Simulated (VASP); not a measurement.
A run of VASP 6.6.1:

File POSCAR:

```
HfN
1.0
    0.0000000000      2.2586782423      2.2586782423
    2.2586782423      0.0000000000      2.2586782423
    2.2586782423      2.2586782423      0.0000000000
Hf N
1 1
Direct
    0.5000000000      0.5000000000      0.5000000000
    0.0000000000      0.0000000000      0.0000000000
```

INCAR.step1

```
SYSTEM = HfN
ALGO = Normal
EDIFF = 1E-4
ENCUT = 520
GGA = PE
ISMEAR = 0
LASPH = .TRUE.
LCHARG = .FALSE.
LREAL = .FALSE.
LWAVE = .TRUE.
NBANDS = 14
NELM = 60
PREC = Accurate
SIGMA = 0.05
```

File INCAR.step2:

```
SYSTEM = HfN
ALGO = Normal
EDIFF = 1E-7
ENCUT = 520
ISIF = 2
ISMEAR = 0
ISTART = 1
IVDW = 12
LASPH = .TRUE.
LCHARG = .TRUE.
LELF = .TRUE.
LMIXTAU = .TRUE.
LREAL = .FALSE.
LVHAR = .TRUE.
LWAVE = .FALSE.
METAGGA = R2SCAN
NBANDS = 14
NELM = 60
PREC = Accurate
SIGMA = 0.05
VDW_A1 = 0.49484001
VDW_A2 = 5.73083694
VDW_S6 = 1.0
VDW_S8 = 0.78981345
```

Contents of KPOINTS:

```
k-points
0
G
  10 10 10
  0 0 0
```

Potentials or basis: VASP PAW PBE potentials, release 64 (Hf_pv, N).

Command:

```console
$ cat potpaw_PBE.64/Hf_pv/POTCAR potpaw_PBE.64/N/POTCAR > POTCAR
$ cp INCAR.step1 INCAR
$ mpirun -np 1 vasp_std > vasp.out
$ cp INCAR.step2 INCAR
$ mpirun -np 1 vasp_std > vasp.out
```

Hardware: 1 thread of Intel(R) Xeon(R) Platinum 8488C (Sapphire Rapids), with other jobs on the host.

Question: How long does it take, and how much memory?

Answer: It took 31 s on 1 thread of Intel(R) Xeon(R) Platinum 8488C (Sapphire Rapids), on a shared host, peak memory 0.16 GiB. Counts: k points 47.
